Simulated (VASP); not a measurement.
Here is a VASP 6.6.1 calculation.

The input INCAR:

```
PREC = Accurate
ENCUT = 520
EDIFF = 1E-7
ISMEAR = 0
SIGMA = 0.1
LREAL = False
LASPH = True
NELM = 80
ALGO = Normal
ISIF = 2
LWAVE = False
LCHARG = False
LDIPOL = True
IDIPOL = 3
DIPOL = 0.5 0.5 0.416
GGA = PE
NBANDS = 25
```

File KPOINTS:

```
Automatic mesh
0
Gamma
  9 9 1
```

The input POSCAR:

```
Al8O
1.0
    2.8535431553      0.0000000000      0.0000000000
   -1.4267715777      2.4712408633      0.0000000000
    0.0000000000      0.0000000000     31.9749292464
Al O
8 1
Direct
    0.3333333333      0.6666666666      0.1250980094
    0.0000000000      0.0000000000      0.1984481215
    0.6666666667      0.3333333334      0.2717982335
    0.0000000000      0.0000000000      0.3451483456
    0.3333333333      0.6666666666      0.4179223920
    0.0000000000      0.0000000000      0.4916598235
    0.6666666667      0.3333333334      0.5654146328
    0.0000000000      0.0000000000      0.6403432229
    0.3333333333      0.1666666666      0.6839909817
```

Potentials or basis: VASP PAW PBE potentials, release 64 (Al, O).

The run is started by

```console
$ cat potpaw_PBE.64/Al/POTCAR potpaw_PBE.64/O/POTCAR > POTCAR
$ mpirun -np 1 vasp_std > vasp.out
```

Problem. Predict the band gap on the k mesh.

Solution. Zero (bands 15 and 16 overlap by 2.82 eV).

Problem. Estimate the largest force.

Solution. 3.159 eV/Å.

Forces in eV/Å, atoms in the order of the input:
```
Al   0.000  0.000 -0.096
Al   0.009  0.005  0.037
Al  -0.013 -0.008  0.033
Al   0.007  0.004 -0.036
Al  -0.003 -0.002  0.148
Al  -0.016 -0.009 -0.078
Al   0.099  0.057  0.159
Al  -2.727 -1.574 -0.256
O    2.644  1.527  0.089
```
